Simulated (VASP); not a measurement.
# K in VASP: a series of runs, part 2 of 2

VASP 6.6.1. The steps go on from the part before.

## Step 3: Single point, PBEsol (76.12 Å³/atom)

This run uses another cell than the first one, of 76.12 Å³/atom.

Input file INCAR:

```
SYSTEM = K
ALGO = Fast ; EDIFF = 1E-6
ENCUT = 520 ; GGA = PS
ISIF = 2 ; ISMEAR = 0
LASPH = .TRUE. ; LCHARG = .FALSE.
LREAL = .FALSE. ; LWAVE = .FALSE.
NBANDS = 30 ; NELM = 100
PREC = Accurate ; SIGMA = 0.1
```

Input file KPOINTS:

```
k-points
0
G
  6 6 4
  0 0 0
```

Input file POSCAR:

```
K
1.0
    4.1780567877     -4.1718893134      0.0000000000
    4.1780567877      4.1718893134      0.0000000000
    0.0000000000      0.0000000000     10.9179708505
K
5
Direct
    0.5000000000      0.0000000000      0.3092481959
    0.0000000000      0.5000000000      0.6907518041
    0.0000000000      0.5000000000      0.3092481959
    0.5000000000      0.0000000000      0.6907518041
    0.0000000000      0.0000000000      0.0000000000
```

Potentials or basis: VASP PAW PBE potentials, release 64 (K_sv).

Command:

```bash
cat potpaw_PBE.64/K_sv/POTCAR > POTCAR
mpirun -np 1 vasp_std > vasp.out
```

OUTCAR:

```text
SYSTEM = K
   EDIFF = 1E-6
   ENCUT = 520
   GGA = PS
   ISIF = 2
   ISMEAR = 0
   LASPH = .TRUE.
   LREAL = .FALSE.
   NELM = 100
   PREC = Accurate

 ion  position               nearest neighbor table
   1  0.500  0.000  0.309-
   2  0.000  0.500  0.691-
   3  0.000  0.500  0.309-
   4  0.500  0.000  0.691-
   5  0.000  0.000  0.000-

  LATTYP: Found a base centered orthorhombic cell.
 ALAT       =     8.3437786268
 B/A-ratio  =     1.0014783408
 C/A-ratio  =     1.3085163616

  Lattice vectors:

 A1 = (  -4.1780567877,  -4.1718893134,   0.0000000000)
 A2 = (   4.1780567877,  -4.1718893134,   0.0000000000)
 A3 = (   0.0000000000,   0.0000000000,  10.9179708505)

Analysis of symmetry for initial positions (statically):
=====================================================================
 Subroutine PRICEL returns:
 Original cell was already a primitive cell.

 Routine SETGRP: Setting up the symmetry group for a
 base centered orthorhombic supercell.

 Subroutine GETGRP returns: Found  8 space group operations
 (whereof  8 operations were pure point group operations)
 out of a pool of  8 trial point group operations.

The static configuration has the point symmetry D_2h.

Analysis of symmetry for dynamics (positions and initial velocities):
=====================================================================
 Subroutine PRICEL returns:
 Original cell was already a primitive cell.

 Routine SETGRP: Setting up the symmetry group for a
 base centered orthorhombic supercell.

 Subroutine GETGRP returns: Found  8 space group operations
 (whereof  8 operations were pure point group operations)
 out of a pool of  8 trial point group operations.

[... 116 lines left out ...]
   PSTRESS=    0.0 pullay stress
   NELECT =      45.0000    total number of electrons
   NUPDOWN=      -1.0000    fix difference up-down
   EMIN   =  10.00;   EMAX   =-10.00  energy-range for DOS
   EFERMI =   0.00;   METHOD = LEGACY
   ISMEAR =     0;   SIGMA  =   0.10  broadening in eV -4-tet -1-fermi 0-gaus
   EFERMI_NEDOS =   21; number of points for ismear=-14 and -15
   IALGO  =     68    algorithm
   IMIX   =      4    mixing-type and parameters
     AMIX     =   0.40;   BMIX     =  1.00
     AMIX_MAG =   1.60;   BMIX_MAG =  1.00
  volume/ion in A,a.u.               =      76.12       513.70
  Fermi-wavevector in a.u.,A,eV,Ry     =   0.803500  1.518395  8.784092  0.645613
  Thomas-Fermi vector in A             =   1.911379
   LORBIT       =      0    0 simple, 1 ext, 2 COOP (PROOUT), +10 PAW based schemes
   GGA     = PS    functional components
   LHFCALC =     F    Hartree Fock is set to
   AEXX    =    0.0000 exact exchange contribution
   IVDW    =     0    specifies the selected vdW correction
   LEPSILON=     F    determine dielectric tensor
   LRPA    =     F    only Hartree local field effects (RPA)
 non-spin polarized calculation
 RMM-DIIS sequential band-by-band and
 Gauss-broadening in eV      SIGMA  =   0.10
  energy-cutoff  :      520.00
  volume of cell :      380.61
 maximum number of plane-waves:     10318
 NGX is ok and might be reduce to    48
   NGX = 21   NGY = 21   NGZ = 41

 number of electron      44.9999997 magnetization

 Free energy of the ion-electron system (eV)
  ---------------------------------------------------
  ext. energy  EPLUGINS =         0.00000000
  ---------------------------------------------------
  free energy    TOTEN  =        -5.07558150 eV

  energy without entropy =       -5.05083693  energy(sigma->0) =       -5.06320921

 E-fermi :  -0.1834     XC(G=0):  -5.5810

 val. band max:       -0.1865021038   @ k =   0.5000   0.5000   0.0000
 cond. band min:      -0.1547330479   @ k =  -0.3333   0.1667   0.0000
 fundamental gap:      0.0317690559
 Fermi energy:        -0.1833749887

 k-point     1 :       0.0000    0.0000    0.0000
  band No.  band energies     occupation
      1     -32.3701      2.00000
      2     -32.3667      2.00000
      3     -32.3573      2.00000
      4     -32.3541      2.00000
      5     -32.3282      2.00000
      6     -15.9642      2.00000
[... 781 lines left out ...]
     29       1.1996      0.00000
     30       1.3947      0.00000

 [... further k-points ...]
[... 5 lines left out ...]
  --------------------------------------------------------------------------------------
  -------------------------------------------------------------------------------------
  Total        0.4038958      0.4306062      0.4139617     -0.0000000      0.0000000      0.0000000
  in kB        1.7002034      1.8126412      1.7425757     -0.0000000      0.0000000      0.0000000
  external PRESSURE =       1.7518067 kB  Pullay stress =       0.0000000 kB

 VOLUME and BASIS-vectors are now :
 -----------------------------------------------------------------------------
  energy-cutoff  :      520.00
  volume of cell :      380.61
      direct lattice vectors                 reciprocal lattice vectors
     4.178056788 -4.171889313  0.000000000     0.119672859 -0.119849776  0.000000000
     4.178056788  4.171889313  0.000000000     0.119672859  0.119849776  0.000000000
     0.000000000  0.000000000 10.917970850     0.000000000  0.000000000  0.091592111

 POSITION                                       TOTAL-FORCE (eV/Angst)
 -----------------------------------------------------------------------------------
      2.08903     -2.08594      3.37636        -0.000000     -0.000000      0.000407
      2.08903      2.08594      7.54161         0.000000     -0.000000     -0.000407
      2.08903      2.08594      3.37636        -0.000000      0.000000      0.000407
      2.08903     -2.08594      7.54161         0.000000      0.000000     -0.000407
      0.00000      0.00000      0.00000        -0.000000      0.000000      0.000000
 -----------------------------------------------------------------------------------
    total drift:                                0.000000     -0.000000      0.000000

  FREE ENERGIE OF THE ION-ELECTRON SYSTEM (eV)
  ---------------------------------------------------
  free  energy   TOTEN  =        -5.0755815013 eV

  energy  without entropy=       -5.0508369265  energy(sigma->0) =       -5.06320921
```

OSZICAR:

```text
N       E                     dE             d eps       ncg     rms          rms(c)
DAV:   1     0.338117850436E+03    0.33812E+03   -0.18410E+04  2436   0.119E+03
DAV:   2     0.221988209180E+02   -0.31592E+03   -0.31069E+03  2724   0.337E+02
DAV:   3    -0.320636388833E+01   -0.25405E+02   -0.25120E+02  3396   0.754E+01
DAV:   4    -0.502926547850E+01   -0.18229E+01   -0.18102E+01  3602   0.178E+01
DAV:   5    -0.510485635974E+01   -0.75591E-01   -0.75568E-01  3698   0.297E+00    0.447E+00
RMM:   6    -0.508289674660E+01    0.21960E-01   -0.25430E-02  2984   0.895E-01    0.295E+00
RMM:   7    -0.507543873569E+01    0.74580E-02   -0.54936E-02  3054   0.101E+00    0.288E-01
RMM:   8    -0.507518012529E+01    0.25861E-03   -0.89529E-03  3307   0.624E-01    0.934E-02
RMM:   9    -0.507546279559E+01   -0.28267E-03   -0.25395E-03  3803   0.153E-01    0.660E-02
RMM:  10    -0.507552815956E+01   -0.65364E-04   -0.50154E-04  4205   0.834E-02    0.401E-02
RMM:  11    -0.507555893136E+01   -0.30772E-04   -0.25097E-04  4397   0.481E-02    0.447E-03
RMM:  12    -0.507556845491E+01   -0.95236E-05   -0.10059E-04  4302   0.321E-02    0.490E-03
RMM:  13    -0.507557406940E+01   -0.56145E-05   -0.54462E-05  3798   0.226E-02    0.291E-03
RMM:  14    -0.507557744762E+01   -0.33782E-05   -0.29194E-05  3404   0.167E-02    0.172E-03
RMM:  15    -0.507557984231E+01   -0.23947E-05   -0.16277E-05  3297   0.127E-02    0.110E-03
RMM:  16    -0.507558084676E+01   -0.10045E-05   -0.10510E-05  2842   0.959E-03    0.404E-04
RMM:  17    -0.507558150133E+01   -0.65457E-06   -0.63296E-06  2424   0.743E-03
   1 F= -.50755815E+01 E0= -.50632092E+01  d E =-.247446E-01
```

Run time: 4.7 min. Hardware: 1 thread of Intel Xeon 6975P-C (Granite Rapids), shared host; peak memory 0.64 GiB.

Results:

```yaml
Free_energy: -5.0756 eV
Pressure: 0.2 GPa
Band_gap_on_the_k_mesh: zero (an odd number of electrons rules out a gap without spin polarisation)
```

Levels at points of the mesh, in eV from the Fermi level:
```
           k point  band 18  band 19  band 20  band 21  band 22  band 23  band 24  band 25  band 26  band 27
(0.00, 0.00, 0.00)   -15.67   -15.67   -15.67    -2.17    -0.96    -0.59     1.04     1.75     1.89     2.06
(0.50, 0.00, 0.00)   -15.68   -15.68   -15.66    -1.09    -0.88     0.11     0.25     0.27     0.43     2.05
(0.50, 0.50, 0.00)   -15.67   -15.66   -15.66     0.00     0.04     0.05     0.26     0.86     0.96     0.98
(0.00, 0.00, 0.50)   -15.68   -15.67   -15.67    -1.90    -1.71     0.63     0.76     1.23     1.52     2.10
(0.50, 0.00, 0.50)   -15.68   -15.67   -15.67    -0.76    -0.74    -0.71    -0.38     1.35     1.39     1.57
(0.50, 0.50, 0.50)   -15.67   -15.66   -15.66     0.19     0.24     0.25     0.30     0.38     0.53     0.54
```

Caveat: the PAW data sets were made with another functional, which shifts forces and pressure a little.

The gap in the log of VASP goes by the Fermi energy; the results here count the filled bands.